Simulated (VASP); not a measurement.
# HfAs3 (Im-3m) in VASP: further runs

HfAs3 is run at these levels: PBE; tasks: relaxation of cell and atoms, single point.

Everything below comes from runs of VASP 6.6.1. Logs are shortened: lines on timing, memory, paths and dates and some standing lists are left out, and cuts for length are marked.

**1. The cell of the first run**

The structure is cubic, space group Im-3m (No. 229). The conventional cell has a = 4.918 Å, b = 4.918 Å, c = 4.918 Å, α = 90.00°, β = 90.00°, γ = 90.00°. Within 3.2 Å of Hf (site symmetry m-3m) lie 6 As at 2.46 Å. Within 3.2 Å of As (site symmetry 4/mmm) lie 2 Hf at 2.46 Å and 4 As at 2.46 Å.

**2. Relaxation of cell and atoms, PBE**

File INCAR:

```
PREC = Accurate ; ENCUT = 600
EDIFF = 1E-6 ; ISMEAR = 0
SIGMA = 0.1 ; LREAL = F
LASPH = T ; NELM = 100
ALGO = Normal ; ISIF = 3
LWAVE = F ; LCHARG = F
GGA = PE ; IBRION = 2
NSW = 90 ; EDIFFG = -0.04
```

File KPOINTS:

```
regular mesh
0
Gamma
  6 6 6
```

File POSCAR:

```
HfAs3
1.0
   -2.4590104800      2.4590104800      2.4590104800
    2.4590104800     -2.4590104800      2.4590104800
    2.4590104800      2.4590104800     -2.4590104800
Hf As
1 3
Direct
    0.0000000000      0.0000000000      0.0000000000
    0.0000000000      0.5000000000      0.5000000000
    0.5000000000      0.0000000000      0.5000000000
    0.5000000000      0.5000000000      0.0000000000
```

Potentials or basis: VASP PAW PBE potentials, release 64 (Hf_pv, As).

The run is started by

```bash
$ cat potpaw_PBE.64/Hf_pv/POTCAR potpaw_PBE.64/As/POTCAR > POTCAR
$ mpirun -np 1 vasp_std > vasp.out
```

OUTCAR:

```text
PREC = Accurate
   ENCUT = 600
   EDIFF = 1E-6
   ISMEAR = 0
   LREAL = F
   LASPH = T
   NELM = 100
   ISIF = 3
   GGA = PE
   IBRION = 2
   NSW = 90
   EDIFFG = -0.04

 ion  position               nearest neighbor table
   1  0.000  0.000  0.000-   2 2.46   3 2.46   4 2.46   2 2.46   3 2.46   4 2.46
   2  0.000  0.500  0.500-   1 2.46   3 2.46   4 2.46   1 2.46   4 2.46   3 2.46
   3  0.500  0.000  0.500-   1 2.46   2 2.46   4 2.46   4 2.46   1 2.46   2 2.46
   4  0.500  0.500  0.000-   1 2.46   2 2.46   3 2.46   3 2.46   2 2.46   1 2.46

  LATTYP: Found a body centered cubic cell.
 ALAT       =     4.9180209600

  Lattice vectors:

 A1 = (  -2.4590104800,   2.4590104800,   2.4590104800)
 A2 = (   2.4590104800,  -2.4590104800,   2.4590104800)
 A3 = (   2.4590104800,   2.4590104800,  -2.4590104800)

Analysis of symmetry for initial positions (statically):
=====================================================================
 Subroutine PRICEL returns:
 Original cell was already a primitive cell.

 Routine SETGRP: Setting up the symmetry group for a
 body centered cubic supercell.

 Subroutine GETGRP returns: Found 48 space group operations
 (whereof 48 operations were pure point group operations)
 out of a pool of 48 trial point group operations.

The static configuration has the point symmetry O_h .

Analysis of symmetry for dynamics (positions and initial velocities):
=====================================================================
 Subroutine PRICEL returns:
 Original cell was already a primitive cell.

 Routine SETGRP: Setting up the symmetry group for a
 body centered cubic supercell.

 Subroutine GETGRP returns: Found 48 space group operations
 (whereof 48 operations were pure point group operations)
 out of a pool of 48 trial point group operations.

The dynamic configuration has the point symmetry O_h .

 Subroutine INISYM returns: Found 48 space group operations
 (whereof 48 operations are pure point group operations),
 and found     1 'primitive' translations

----------------------------------------------------------------------------------------

                                     Primitive cell

  volume of cell :      59.4759

  direct lattice vectors                    reciprocal lattice vectors
    -2.459010480  2.459010480  2.459010480     0.000000000  0.203333822  0.203333822
     2.459010480 -2.459010480  2.459010480     0.203333822  0.000000000  0.203333822
     2.459010480  2.459010480 -2.459010480     0.203333822  0.203333822  0.000000000

  length of vectors
     4.259131088  4.259131088  4.259131088     0.287557449  0.287557449  0.287557449

  position of ions in fractional coordinates (direct lattice)
     0.000000000  0.000000000  0.000000000
     0.000000000  0.500000000  0.500000000
     0.500000000  0.000000000  0.500000000
     0.500000000  0.500000000  0.000000000

  ion indices of the primitive-cell ions
   primitive index   ion index
                 1           1
                 2           2
                 3           3
                 4           4

----------------------------------------------------------------------------------------

 KPOINTS: regular mesh

Automatic generation of k-mesh.
 Grid dimensions read from file:
 generate k-points for:    6    6    6

 Generating k-lattice:

  Cartesian coordinates                     Fractional coordinates (reciprocal lattice)
     0.000000000  0.033888970  0.033888970     0.166666667  0.000000000  0.000000000
     0.033888970  0.000000000  0.033888970     0.000000000  0.166666667  0.000000000
     0.033888970  0.033888970  0.000000000     0.000000000  0.000000000  0.166666667

  Length of vectors
     0.047926242  0.047926242  0.047926242

  Shift w.r.t. Gamma in fractional coordinates (k-lattice)
     0.000000000  0.000000000  0.000000000

 Subroutine IBZKPT returns following result:
 ===========================================

 Found     16 irreducible k-points:

 Following reciprocal coordinates:
            Coordinates               Weight
  0.000000  0.000000  0.000000      1.000000
  0.166667  0.000000  0.000000     12.000000
  0.333333  0.000000  0.000000     12.000000
  0.500000  0.000000  0.000000      6.000000
  0.166667  0.166667  0.000000     24.000000
  0.333333  0.166667  0.000000     48.000000
[... 8 lines left out ...]
  0.500000  0.500000  0.333333     12.000000
  0.500000  0.500000  0.500000      1.000000
   k-points           NKPTS =     16   k-points in BZ     NKDIM =     16   number of bands    NBANDS=     16
   number of dos      NEDOS =    301   number of ions     NIONS =      4
   total plane-waves  NPLWV =  46656
   dimension x,y,z NGX =    36 NGY =   36 NGZ =   36
   dimension x,y,z NGXF=    72 NGYF=   72 NGZF=   72
   ions per type =               1   3
   NGX,Y,Z   is equivalent  to a cutoff of  14.05, 14.05, 14.05 a.u.
   NGXF,Y,Z  is equivalent  to a cutoff of  28.10, 28.10, 28.10 a.u.
 SYSTEM =  unknown system
   PREC   = accura    normal or accurate (medium, high low for compatibility)
   ISTART =      0    job   : 0-new  1-cont  2-samecut
   ICHARG =      2    charge: 1-file 2-atom 10-const
   ISPIN  =      1    spin polarized calculation?
   LNONCOLLINEAR =      F non collinear calculations
   LSORBIT =      F    spin-orbit coupling
   LASPH  =      T    aspherical Exc in radial PAW
   ENCUT  =  600.0 eV  44.10 Ry    6.64 a.u.   8.51  8.51  8.51*2*pi/ulx,y,z
   NELM   =    100;   NELMIN=  2; NELMDL= -5     # of ELM steps
   EDIFF  = 0.1E-05   stopping-criterion for ELM
   LREAL  =      F    real-space projection
   EDIFFG = -.4E-01   stopping-criterion for IOM
   NSW    =     90    number of steps for IOM
   IBRION =      2    ionic relax: 0-MD 1-quasi-New 2-CG
   NFREE  =      1    steps in history (QN), initial steepest desc. (CG)
   ISIF   =      3    stress and relaxation
   ISYM   =      2    0-nonsym 1-usesym 2-fastsym
   POTIM  = 0.5000    time-step for ionic-motion
   TEBEG  =    0.0;   TEEND  =   0.0 temperature during run
   PSTRESS=    0.0 pullay stress
   NELECT =      25.0000    total number of electrons
   NUPDOWN=      -1.0000    fix difference up-down
   EMIN   =  10.00;   EMAX   =-10.00  energy-range for DOS
   EFERMI =   0.00;   METHOD = LEGACY
   ISMEAR =     0;   SIGMA  =   0.10  broadening in eV -4-tet -1-fermi 0-gaus
   EFERMI_NEDOS =   21; number of points for ismear=-14 and -15
   IALGO  =     38    algorithm
   IMIX   =      4    mixing-type and parameters
     AMIX     =   0.40;   BMIX     =  1.00
     AMIX_MAG =   1.60;   BMIX_MAG =  1.00
  volume/ion in A,a.u.               =      14.87       100.34
  Fermi-wavevector in a.u.,A,eV,Ry     =   1.226331  2.317430 20.461643  1.503888
  Thomas-Fermi vector in A             =   2.361336
   LORBIT       =      0    0 simple, 1 ext, 2 COOP (PROOUT), +10 PAW based schemes
   GGA     = PE    functional components
   LHFCALC =     F    Hartree Fock is set to
   AEXX    =    0.0000 exact exchange contribution
   IVDW    =     0    specifies the selected vdW correction
   LEPSILON=     F    determine dielectric tensor
   LRPA    =     F    only Hartree local field effects (RPA)
 conjugate gradient relaxation of ions
 non-spin polarized calculation
 Gauss-broadening in eV      SIGMA  =   0.10
  energy-cutoff  :      600.00
  volume of cell :       59.48
 maximum number of plane-waves:      2006
 NGX is ok and might be reduce to    36
   NGX = 17   NGY = 17   NGZ = 17

--------------------------------------- Ionic step        1  -------------------------------------------

 number of electron      25.0000001 magnetization

 Free energy of the ion-electron system (eV)
  ---------------------------------------------------
  ext. energy  EPLUGINS =         0.00000000
  ---------------------------------------------------
  free energy    TOTEN  =       -20.49238151 eV

  energy without entropy =      -20.47378594  energy(sigma->0) =      -20.48308373

------------------------ aborting loop because EDIFF is reached ----------------------------------------

  FORCE on cell =-STRESS in cart. coord.  units (eV):
  Direction    XX          YY          ZZ          XY          YZ          ZX
  --------------------------------------------------------------------------------------
  -------------------------------------------------------------------------------------
  Total       26.5820737     26.5820737     26.5820737     -0.0000000      0.0000000     -0.0000000
  in kB      716.0746668    716.0746668    716.0746668     -0.0000000      0.0000000     -0.0000000
  external PRESSURE =     716.0746668 kB  Pullay stress =       0.0000000 kB
[... 23 lines left out ...]
  energy  without entropy=      -20.4737859444  energy(sigma->0) =      -20.48308373

--------------------------------------- Ionic step        2  -------------------------------------------

 number of electron      25.0000012 magnetization

 E-fermi :   1.6803     XC(G=0):  -8.4888

 val. band max:        1.6649181139   @ k =   0.5000   0.5000   0.5000
 cond. band min:       1.6984537380   @ k =   0.0000   0.0000   0.0000
 fundamental gap:      0.0335356241
 Fermi energy:         1.6802904268

 k-point     1 :       0.0000    0.0000    0.0000
  band No.  band energies     occupation
      1     -31.5503      2.00000
      2     -31.5503      2.00000
      3     -31.5503      2.00000
      4      -9.3810      2.00000
      5      -7.2578      2.00000
      6      -7.2578      2.00000
[... 8 lines left out ...]
     15       1.6985      0.79728
     16       1.6985      0.79727
[... 394 lines left out ...]
  energy  without entropy=      -24.6942526393  energy(sigma->0) =      -24.70086955

--------------------------------------- Ionic step        5  -------------------------------------------

 number of electron      25.0000002 magnetization

 Free energy of the ion-electron system (eV)
  ---------------------------------------------------
  ext. energy  EPLUGINS =         0.00000000
  ---------------------------------------------------
  free energy    TOTEN  =       -24.71054379 eV

  energy without entropy =      -24.69704795  energy(sigma->0) =      -24.70379587

 E-fermi :   5.2780     XC(G=0): -10.4406

 val. band max:        5.2737258328   @ k =   0.1667   0.0000   0.0000
 cond. band min:       5.2988323231   @ k =  -0.3333   0.3333   0.1667
 fundamental gap:      0.0251064904
 Fermi energy:         5.2780375422

 k-point     1 :       0.0000    0.0000    0.0000
  band No.  band energies     occupation
      1     -26.5813      2.00000
      2     -26.5813      2.00000
      3     -26.5813      2.00000
      4      -8.3094      2.00000
      5      -3.4969      2.00000
      6      -3.4969      2.00000
[... 8 lines left out ...]
     15       4.7109      2.00000
     16       7.2312      0.00000
[... 314 lines left out ...]
  FREE ENERGIE OF THE ION-ELECTRON SYSTEM (eV)
  ---------------------------------------------------
  free  energy   TOTEN  =       -24.7105437921 eV

  energy  without entropy=      -24.6970479465  energy(sigma->0) =      -24.70379587

 reached required accuracy - stopping structural energy minimisation
```

It took 56 s on 1 thread of Intel Xeon 6975P-C (Granite Rapids), shared host; peak memory 0.22 GiB.

Results:

```
Free energy                            : -24.7105 eV
Relaxed volume                         : 21.30 Å³/atom
Relaxed cell                           : a = 4.801 Å, b = 4.801 Å, c = 4.801 Å, α = 109.47°, β = 109.47°, γ = 109.47°
Space group after relaxing (to 0.05 Å) : Im-3m (No. 229)
Energy gained by relaxing              : 1054.5 meV/atom
Ionic steps                            : 5
Pressure after relaxing                : 0.0 GPa
```

The path:
```csv
step,energy change (eV),largest force (eV/Å),pressure (GPa),volume (Å³)
1,0.0000,0.0000,71.61,59.48
2,-0.2783,0.0000,-15.71,136.98
3,-4.1959,0.0000,-2.66,87.84
4,-4.2151,0.0000,-1.02,86.18
5,-4.2182,0.0000,0.02,85.20
```

Final structure:
```yaml
crystal:
  lattice:
    - [-2.77204, 2.77204, 2.77204]
    - [2.77204, -2.77204, 2.77204]
    - [2.77204, 2.77204, -2.77204]
  atoms:
    - { symbol: Hf, position: [0.00000, 0.00000, 0.00000] }
    - { symbol: As, position: [0.00000, 0.50000, 0.50000] }
    - { symbol: As, position: [0.50000, 0.00000, 0.50000] }
    - { symbol: As, position: [0.50000, 0.50000, 0.00000] }
```

Caveat: the volume moved by over 15 % at a fixed basis, so the end points are rough; spin-orbit coupling is left out, which moves the levels of the heavy elements.

**3. Single point, PBE**

This run uses another cell than the first one, of 21.22 Å³/atom, 1.427 times its volume.

File INCAR:

```
  PREC = Accurate
  ENCUT = 520
  EDIFF = 1E-6
  ISMEAR = 0
  SIGMA = 0.1
  LREAL = False
  LASPH = True
  NELM = 80
  ALGO = Normal
  ISIF = 2
  LWAVE = False
  LCHARG = False
  GGA = PE
  NBANDS = 20
```

File KPOINTS:

```
Automatic mesh
0
Gamma
  12 12 12
```

File POSCAR:

```
HfAs3
1.0
   -2.7686047977      2.7686047977      2.7686047977
    2.7686047977     -2.7686047977      2.7686047977
    2.7686047977      2.7686047977     -2.7686047977
Hf As
1 3
Direct
    0.0000000000      0.0000000000      0.0000000000
    0.0000000000      0.5000000000      0.5000000000
    0.5000000000      0.0000000000      0.5000000000
    0.5000000000      0.5000000000      0.0000000000
```

Potentials or basis: VASP PAW PBE potentials, release 64 (Hf_pv, As).

The run is started by

```bash
$ cat potpaw_PBE.64/Hf_pv/POTCAR potpaw_PBE.64/As/POTCAR > POTCAR
$ mpirun -np 1 vasp_std > vasp.out
```

Wall time 33 s (1 thread of Intel Xeon 6975P-C (Granite Rapids), shared host); peak memory 0.27 GiB.

The run converged. Its results:

```yaml
Free_energy: -24.7055 eV
Pressure: -0.1 GPa
```

Levels at points of the mesh, in eV from the Fermi level:
```csv
k point,band 8,band 9,band 10,band 11,band 12,band 13,band 14,band 15,band 16,band 17
"(0.00, 0.00, 0.00)",-4.22,-4.22,-1.70,-1.70,-1.70,-0.76,-0.76,-0.76,1.78,1.84
"(0.50, 0.00, 0.00)",-4.92,-3.36,-2.47,-1.29,-0.75,-0.39,-0.27,1.00,1.76,2.03
"(0.50, 0.50, 0.50)",-5.83,-5.83,-0.37,-0.37,-0.37,0.74,0.74,0.74,2.08,2.08
```

Caveat: spin-orbit coupling is left out, which moves the levels of the heavy elements.

**4. Relaxation of cell and atoms, PBE**

This run uses another cell than the first one, of 21.31 Å³/atom, 1.433 times its volume.

File INCAR:

```
SYSTEM = HfAs3
PREC = Accurate ; ENCUT = 600
EDIFF = 1E-6 ; ISMEAR = 0
SIGMA = 0.1 ; LREAL = .False.
LASPH = .True. ; NELM = 60
ALGO = Normal ; ISIF = 3
LWAVE = .False. ; LCHARG = .False.
GGA = PE ; IBRION = 2
NSW = 100 ; EDIFFG = -0.01
```

File KPOINTS:

```
regular mesh
0
Gamma
  12 12 12
  0 0 0
```

File POSCAR:

```
HfAs3
1.0
   -2.7724997924      2.7724997924      2.7724997924
    2.7724997924     -2.7724997924      2.7724997924
    2.7724997924      2.7724997924     -2.7724997924
Hf As
1 3
Direct
    0.0000000000      0.0000000000      0.0000000000
    0.0000000000      0.5000000000      0.5000000000
    0.5000000000      0.0000000000      0.5000000000
    0.5000000000      0.5000000000      0.0000000000
```

Potentials or basis: VASP PAW PBE potentials, release 64 (Hf_pv, As).

The run is started by

```bash
$ cat potpaw_PBE.64/Hf_pv/POTCAR potpaw_PBE.64/As/POTCAR > POTCAR
$ mpirun -np 1 vasp_std > vasp.out
```

OUTCAR:

```text
SYSTEM = HfAs3
   PREC = Accurate
   ENCUT = 600
   EDIFF = 1E-6
   ISMEAR = 0
   LREAL = .False.
   LASPH = .True.
   NELM = 60
   ISIF = 3
   GGA = PE
   IBRION = 2
   NSW = 100
   EDIFFG = -0.01

 ion  position               nearest neighbor table
   1  0.000  0.000  0.000-   2 2.77   3 2.77   4 2.77   2 2.77   3 2.77   4 2.77
   2  0.000  0.500  0.500-   1 2.77   3 2.77   4 2.77   1 2.77   4 2.77   3 2.77
   3  0.500  0.000  0.500-   1 2.77   2 2.77   4 2.77   4 2.77   1 2.77   2 2.77
   4  0.500  0.500  0.000-   1 2.77   2 2.77   3 2.77   3 2.77   2 2.77   1 2.77

  LATTYP: Found a body centered cubic cell.
 ALAT       =     5.5449995848

  Lattice vectors:

 A1 = (  -2.7724997924,   2.7724997924,   2.7724997924)
 A2 = (   2.7724997924,  -2.7724997924,   2.7724997924)
 A3 = (   2.7724997924,   2.7724997924,  -2.7724997924)
[... 260 lines left out ...]
  ext. energy  EPLUGINS =         0.00000000
  ---------------------------------------------------
  free energy    TOTEN  =       -24.70569611 eV

  energy without entropy =      -24.69857967  energy(sigma->0) =      -24.70213789

 E-fermi :   5.5483     XC(G=0): -10.4687

 val. band max:        5.5481015391   @ k =   0.2500   0.1667   0.0833
 cond. band min:       5.5784359077   @ k =  -0.2500   0.2500   0.0833
 fundamental gap:      0.0303343686
 Fermi energy:         5.5483023209

 k-point     1 :       0.0000    0.0000    0.0000
  band No.  band energies     occupation
      1     -26.3854      2.00000
      2     -26.3854      2.00000
      3     -26.3854      2.00000
      4      -8.3357      2.00000
      5      -3.4892      2.00000
      6      -3.4892      2.00000
[... 433 lines left out ...]
      3     -26.3852      2.00000
      4      -6.5856      2.00000
      5      -5.9270      2.00000
      6      -4.1705      2.00000
[... 8 lines left out ...]
     15       6.7480      0.00000
     16       7.7123      0.00000

 [... further k-points ...]
[... 5 lines left out ...]
  --------------------------------------------------------------------------------------
  -------------------------------------------------------------------------------------
  Total        0.0041947      0.0041947      0.0041947      0.0000000      0.0000000     -0.0000000
  in kB        0.0792837      0.0792837      0.0792837      0.0000000      0.0000000     -0.0000000
  external PRESSURE =       0.0792837 kB  Pullay stress =       0.0000000 kB
[... 19 lines left out ...]
  FREE ENERGIE OF THE ION-ELECTRON SYSTEM (eV)
  ---------------------------------------------------
  free  energy   TOTEN  =       -24.7056961098 eV

  energy  without entropy=      -24.6985796735  energy(sigma->0) =      -24.70213789

 reached required accuracy - stopping structural energy minimisation
```

Wall time 2.4 min (1 thread of Intel Xeon Platinum 8559C (Emerald Rapids), shared host); peak memory 0.33 GiB.

What came out:

```yaml
Free_energy: -24.7057 eV
Relaxed_volume: 21.19 Å³/atom
Relaxed_cell: a = 4.793 Å, b = 4.793 Å, c = 4.793 Å, α = 109.47°, β = 109.47°, γ = 109.47°
Space_group_after_relaxing_to_0.05_Å: Im-3m (No. 229)
Energy_gained_by_relaxing: 0.2 meV/atom
Ionic_steps: 3
Pressure_after_relaxing: 0.0 GPa
```

The path:
| step | energy change (eV) | largest force (eV/Å) | pressure (GPa) | volume (Å³) |
| --- | --- | --- | --- | --- |
| 1 | 0.0000 | 0.0000 | -0.52 | 85.25 |
| 2 | -0.0003 | 0.0000 | 0.43 | 84.40 |
| 3 | -0.0008 | 0.0000 | 0.01 | 84.77 |

Final structure:
```
Hf As
1.0
    -2.76730    2.76730    2.76730
     2.76730   -2.76730    2.76730
     2.76730    2.76730   -2.76730
Hf As
1 3
Direct
  0.00000 0.00000 0.00000
  0.00000 0.50000 0.50000
  0.50000 0.00000 0.50000
  0.50000 0.50000 0.00000
```

Caveat: spin-orbit coupling is left out, which moves the levels of the heavy elements.

**5. Overview**

| task | cell | k mesh | cutoff (eV) | gap on the mesh (eV) | pressure (GPa) | relaxed volume (Å³/atom) |
| --- | --- | --- | --- | --- | --- | --- |
| relaxation of cell and atoms | relaxed from a = 4.259 Å, angles 109.5°, 4 atoms | 6 × 6 × 6 | 600 | none | 0.0 | 21.30 |
| single point | a = 4.795 Å, angles 109.5°, 4 atoms | 12 × 12 × 12 | 520 | none | -0.1 | - |
| relaxation of cell and atoms | relaxed from a = 4.802 Å, angles 109.5°, 4 atoms | 12 × 12 × 12 | 600 | none | 0.0 | 21.19 |

Alike in all rows: level PBE; potentials or basis VASP PAW PBE potentials, release 64 (Hf_pv, As); no spin polarisation; smearing gaussian 0.1 eV.

Caveats: spin-orbit coupling is left out, which moves the levels of the heavy elements; the volume moved by over 15 % at a fixed basis, so the end points are rough (some runs).

Total energies depend on the potentials used, so only differences within one code and one set of settings carry meaning.
